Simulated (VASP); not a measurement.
# Al (Fm-3m) in VASP: a series of runs

Al is run at these levels: PBE exchange alone; tasks: single point.

Everything below comes from runs of VASP 6.6.1. Logs are shortened: lines on timing, memory, paths and dates and some standing lists are left out, and cuts for length are marked.

## 1. The cell of the first run

The structure is cubic, space group Fm-3m (No. 225). Conventional cell: a = 3.995 Å, b = 3.995 Å, c = 3.995 Å, α = 90.00°, β = 90.00°, γ = 90.00°. Within 3.7 Å of Al (site symmetry m-3m) lie 12 Al at 2.82 Å.

## 2. Single point, PBE exchange alone

File INCAR:

```
PREC     = Accurate       # precision mode
ENCUT    = 520            # plane-wave cutoff, eV
EDIFF    = 1E-6           # SCF threshold, eV
ISMEAR   = -1             # smearing method
SIGMA    = 0.05           # smearing width, eV
LREAL    = F              # projectors in reciprocal space
LASPH    = T              # aspherical terms in the spheres
NELM     = 80             # most SCF steps
ALGO     = Normal         # electronic algorithm
ISIF     = 2              # what is computed and relaxed
LWAVE    = F              # write WAVECAR
LCHARG   = T              # write CHGCAR
GGA      = PE             # functional
ALDAC    = 0.0          
AGGAC    = 0.0          
LELF     = T              # ELF
LVHAR    = T            
NBANDS   = 8              # bands
```

File KPOINTS:

```
regular mesh
0
Gamma
  11 11 11
```

File POSCAR:

```
Al
1.0
    0.0000000000      1.9974394157      1.9974394157
    1.9974394157      0.0000000000      1.9974394157
    1.9974394157      1.9974394157      0.0000000000
Al
1
Direct
    0.0000000000      0.0000000000      0.0000000000
```

Potentials or basis: VASP PAW PBE potentials, release 64 (Al).

Launch:

```
$ cat potpaw_PBE.64/Al/POTCAR > POTCAR
$ mpirun -np 1 vasp_std > vasp.out
```

OUTCAR:

```text
PREC = Accurate
   ENCUT = 520
   EDIFF = 1E-6
   ISMEAR = -1
   LREAL = F
   LASPH = T
   NELM = 80
   ISIF = 2
   GGA = PE

 ion  position               nearest neighbor table
   1  0.000  0.000  0.000-

  LATTYP: Found a face centered cubic cell.
 ALAT       =     3.9948788314

  Lattice vectors:

 A1 = (   0.0000000000,   1.9974394157,   1.9974394157)
 A2 = (   1.9974394157,   0.0000000000,   1.9974394157)
 A3 = (   1.9974394157,   1.9974394157,   0.0000000000)

Analysis of symmetry for initial positions (statically):
=====================================================================
 Subroutine PRICEL returns:
 Original cell was already a primitive cell.

 Routine SETGRP: Setting up the symmetry group for a
 face centered cubic supercell.

 Subroutine GETGRP returns: Found 48 space group operations
[... 9 lines left out ...]

 Routine SETGRP: Setting up the symmetry group for a
 face centered cubic supercell.

 Subroutine GETGRP returns: Found 48 space group operations
 (whereof 48 operations were pure point group operations)
 out of a pool of 48 trial point group operations.

The dynamic configuration has the point symmetry O_h .

 Subroutine INISYM returns: Found 48 space group operations
 (whereof 48 operations are pure point group operations),
 and found     1 'primitive' translations

----------------------------------------------------------------------------------------

                                     Primitive cell

  volume of cell :      15.9386

  direct lattice vectors                    reciprocal lattice vectors
     0.000000000  1.997439416  1.997439416    -0.250320483  0.250320483  0.250320483
     1.997439416  0.000000000  1.997439416     0.250320483 -0.250320483  0.250320483
     1.997439416  1.997439416  0.000000000     0.250320483  0.250320483 -0.250320483

  length of vectors
     2.824805912  2.824805912  2.824805912     0.433567795  0.433567795  0.433567795

  position of ions in fractional coordinates (direct lattice)
     0.000000000  0.000000000  0.000000000

  ion indices of the primitive-cell ions
   primitive index   ion index
                 1           1

----------------------------------------------------------------------------------------

 KPOINTS: regular mesh

Automatic generation of k-mesh.
 Grid dimensions read from file:
 generate k-points for:   11   11   11

 Generating k-lattice:

  Cartesian coordinates                     Fractional coordinates (reciprocal lattice)
    -0.022756408  0.022756408  0.022756408     0.090909091  0.000000000  0.000000000
     0.022756408 -0.022756408  0.022756408     0.000000000  0.090909091  0.000000000
     0.022756408  0.022756408 -0.022756408     0.000000000  0.000000000  0.090909091

  Length of vectors
     0.039415254  0.039415254  0.039415254

  Shift w.r.t. Gamma in fractional coordinates (k-lattice)
     0.000000000  0.000000000  0.000000000

 Subroutine IBZKPT returns following result:
 ===========================================

 Found     56 irreducible k-points:

 Following reciprocal coordinates:
            Coordinates               Weight
  0.000000  0.000000  0.000000      1.000000
  0.090909  0.000000  0.000000      8.000000
  0.181818  0.000000  0.000000      8.000000
  0.272727  0.000000  0.000000      8.000000
  0.363636  0.000000  0.000000      8.000000
  0.454545  0.000000  0.000000      8.000000
[... 16 lines left out ...]
 -0.272727  0.181818  0.000000     24.000000
 -0.181818  0.181818  0.000000     12.000000
 [... further k-points ...]
   k-points           NKPTS =     56   k-points in BZ     NKDIM =     56   number of bands    NBANDS=      8
   number of dos      NEDOS =    301   number of ions     NIONS =      1
   total plane-waves  NPLWV =  13824
   dimension x,y,z NGX =    24 NGY =   24 NGZ =   24
   dimension x,y,z NGXF=    48 NGYF=   48 NGZF=   48
   ions per type =               1
   NGX,Y,Z   is equivalent  to a cutoff of  14.12, 14.12, 14.12 a.u.
   NGXF,Y,Z  is equivalent  to a cutoff of  28.25, 28.25, 28.25 a.u.
 SYSTEM =  unknown system
   PREC   = accura    normal or accurate (medium, high low for compatibility)
   ISTART =      0    job   : 0-new  1-cont  2-samecut
   ICHARG =      2    charge: 1-file 2-atom 10-const
   ISPIN  =      1    spin polarized calculation?
   LNONCOLLINEAR =      F non collinear calculations
   LSORBIT =      F    spin-orbit coupling
   LASPH  =      T    aspherical Exc in radial PAW
   ENCUT  =  520.0 eV  38.22 Ry    6.18 a.u.   5.25  5.25  5.25*2*pi/ulx,y,z
   NELM   =     80;   NELMIN=  2; NELMDL= -5     # of ELM steps
   EDIFF  = 0.1E-05   stopping-criterion for ELM
   LREAL  =      F    real-space projection
   EDIFFG = 0.1E-04   stopping-criterion for IOM
   NSW    =      0    number of steps for IOM
   IBRION =     -1    ionic relax: 0-MD 1-quasi-New 2-CG
   NFREE  =      0    steps in history (QN), initial steepest desc. (CG)
   ISIF   =      2    stress and relaxation
   ISYM   =      2    0-nonsym 1-usesym 2-fastsym
   POTIM  = 0.5000    time-step for ionic-motion
   TEBEG  =    0.0;   TEEND  =   0.0 temperature during run
   PSTRESS=    0.0 pullay stress
   NELECT =       3.0000    total number of electrons
   NUPDOWN=      -1.0000    fix difference up-down
   EMIN   =  10.00;   EMAX   =-10.00  energy-range for DOS
   EFERMI =   0.00;   METHOD = LEGACY
   ISMEAR =    -1;   SIGMA  =   0.05  broadening in eV -4-tet -1-fermi 0-gaus
   EFERMI_NEDOS =   21; number of points for ismear=-14 and -15
   IALGO  =     38    algorithm
   IMIX   =      4    mixing-type and parameters
     AMIX     =   0.40;   BMIX     =  1.00
     AMIX_MAG =   1.60;   BMIX_MAG =  1.00
  volume/ion in A,a.u.               =      15.94       107.56
  Fermi-wavevector in a.u.,A,eV,Ry     =   0.938206  1.772953 11.976268  0.880231
  Thomas-Fermi vector in A             =   2.065395
   LORBIT       =      0    0 simple, 1 ext, 2 COOP (PROOUT), +10 PAW based schemes
   GGA     = PE    functional components
   LHFCALC =     F    Hartree Fock is set to
   AEXX    =    0.0000 exact exchange contribution
   IVDW    =     0    specifies the selected vdW correction
   LEPSILON=     F    determine dielectric tensor
   LRPA    =     F    only Hartree local field effects (RPA)
 non-spin polarized calculation
  energy-cutoff  :      520.00
  volume of cell :       15.94
 maximum number of plane-waves:       444
 NGX is ok and might be reduce to    24
   NGX = 11   NGY = 11   NGZ = 11

 number of electron       3.0000000 magnetization

 Free energy of the ion-electron system (eV)
  ---------------------------------------------------
  ext. energy  EPLUGINS =         0.00000000
  ---------------------------------------------------
  free energy    TOTEN  =        -1.88685697 eV

  energy without entropy =       -1.88277431  energy(sigma->0) =       -1.88481564

 E-fermi :   9.8584     XC(G=0):  -8.8187

 val. band max:        9.6725442021   @ k =  -0.3636   0.3636   0.0000
 cond. band min:       9.8686056931   @ k =   0.4545   0.1818   0.0909
 fundamental gap:      0.1960614910
 Fermi energy:         9.8583863033

 k-point     1 :       0.0000    0.0000    0.0000
  band No.  band energies     occupation
      1      -1.5255      2.00000
      2      22.6183      0.00000
      3      22.6183      0.00000
      4      22.6183      0.00000
      5      24.3385      0.00000
      6      24.3385      0.00000
      7      24.3385      0.00000
      8      26.5719      0.00000

 k-point     2 :       0.0909    0.0000    0.0000
  band No.  band energies     occupation
      1      -1.2958      2.00000
      2      19.7017      0.00000
      3      22.0199      0.00000
      4      22.0199      0.00000
      5      24.9543      0.00000
      6      25.2841      0.00000
      7      25.2841      0.00000
      8      28.4659      0.00000

 k-point     3 :       0.1818    0.0000    0.0000
  band No.  band energies     occupation
      1      -0.6090      2.00000
      2      15.9891      0.00000
      3      21.2999      0.00000
      4      21.2999      0.00000
      5      24.7146      0.00000
      6      26.0703      0.00000
      7      26.0703      0.00000
      8      27.5991      0.00000

 k-point     4 :       0.2727    0.0000    0.0000
  band No.  band energies     occupation
      1       0.5280      2.00000
      2      12.4946      0.00000
      3      20.8940      0.00000
      4      20.8940      0.00000
      5      24.4751      0.00000
      6      24.4751      0.00000
      7      24.5041      0.00000
      8      28.6733      0.00000

 k-point     5 :       0.3636    0.0000    0.0000
  band No.  band energies     occupation
      1       2.1043      2.00000
      2       9.3258      1.99995
      3      20.8544      0.00000
      4      20.8544      0.00000
      5      23.0170      0.00000
      6      23.0170      0.00000
      7      24.5833      0.00000
      8      27.1314      0.00000

 k-point     6 :       0.4545    0.0000    0.0000
  band No.  band energies     occupation
      1       4.1043      2.00000
      2       6.5254      2.00000
      3      21.1931      0.00000
      4      21.1931      0.00000
      5      21.9157      0.00000
      6      21.9157      0.00000
      7      25.0405      0.00000
      8      25.8997      0.00000

 k-point     7 :       0.0909    0.0909    0.0000
  band No.  band energies     occupation
      1      -1.2193      2.00000
      2      20.7567      0.00000
      3      20.7567      0.00000
      4      20.9700      0.00000
      5      23.6744      0.00000
      6      26.5450      0.00000
      7      26.6419      0.00000
      8      26.6419      0.00000
[... 133 lines left out ...]
 k-point    20 :       0.4545    0.1818    0.0000
  band No.  band energies     occupation
      1       3.5129      2.00000
      2       9.0976      2.00000
      3      16.2717      0.00000
      4      17.7825      0.00000
      5      19.5632      0.00000
      6      27.1253      0.00000
      7      27.5011      0.00000
      8      30.3672      0.00000

 k-point    21 :      -0.4545    0.1818    0.0000
  band No.  band energies     occupation
      1       5.6216      2.00000
      2       6.4610      2.00000
      3      15.2442      0.00000
      4      18.2446      0.00000
      5      20.1068      0.00000
      6      26.1834      0.00000
      7      28.7816      0.00000
      8      31.1692      0.00000

 k-point    22 :      -0.3636    0.1818    0.0000
  band No.  band energies     occupation
      1       4.1769      2.00000
      2       8.1565      2.00000
      3      14.6420      0.00000
      4      19.0969      0.00000
      5      21.0527      0.00000
      6      25.5959      0.00000
      7      28.3264      0.00000
      8      31.2852      0.00000

 k-point    23 :      -0.2727    0.1818    0.0000
  band No.  band energies     occupation
      1       2.3277      2.00000
      2      10.9943      0.00000
      3      14.5113      0.00000
      4      20.3376      0.00000
      5      22.3839      0.00000
      6      25.3467      0.00000
      7      27.8613      0.00000
      8      28.3866      0.00000

 k-point    24 :      -0.1818    0.1818    0.0000
  band No.  band energies     occupation
      1       0.9049      2.00000
      2      13.6978      0.00000
      3      15.2801      0.00000
      4      21.9535      0.00000
      5      24.0425      0.00000
      6      24.9904      0.00000
      7      26.3009      0.00000
      8      27.2138      0.00000

 [... further k-points ...]
[... 5 lines left out ...]
  --------------------------------------------------------------------------------------
  -------------------------------------------------------------------------------------
  Total        1.2954125      1.2954125      1.2954125      0.0000000      0.0000000      0.0000000
  in kB      130.2170363    130.2170363    130.2170363      0.0000000      0.0000000      0.0000000
  external PRESSURE =     130.2170363 kB  Pullay stress =       0.0000000 kB

 VOLUME and BASIS-vectors are now :
 -----------------------------------------------------------------------------
  energy-cutoff  :      520.00
  volume of cell :       15.94
      direct lattice vectors                 reciprocal lattice vectors
     0.000000000  1.997439416  1.997439416    -0.250320483  0.250320483  0.250320483
     1.997439416  0.000000000  1.997439416     0.250320483 -0.250320483  0.250320483
     1.997439416  1.997439416  0.000000000     0.250320483  0.250320483 -0.250320483

 POSITION                                       TOTAL-FORCE (eV/Angst)
 -----------------------------------------------------------------------------------
      0.00000      0.00000      0.00000         0.000000      0.000000     -0.000000
 -----------------------------------------------------------------------------------
    total drift:                                0.000000     -0.000000     -0.000000

  FREE ENERGIE OF THE ION-ELECTRON SYSTEM (eV)
  ---------------------------------------------------
  free  energy   TOTEN  =        -1.8868569681 eV

  energy  without entropy=       -1.8827743050  energy(sigma->0) =       -1.88481564
```

Run time: 3.4 s. Hardware: 1 thread of Intel Xeon 6975P-C, shared host; peak memory 0.13 GiB.

Results:

```
Free energy : -1.8869 eV
Pressure    : 13.0 GPa
```

Levels at points of the mesh, in eV from the Fermi level:
```csv
k point,band 1,band 2,band 3,band 4,band 5,band 6
"(0.00, 0.00, 0.00)",-11.38,12.76,12.76,12.76,14.48,14.48
```

(Part 1 of 2 ends here.)
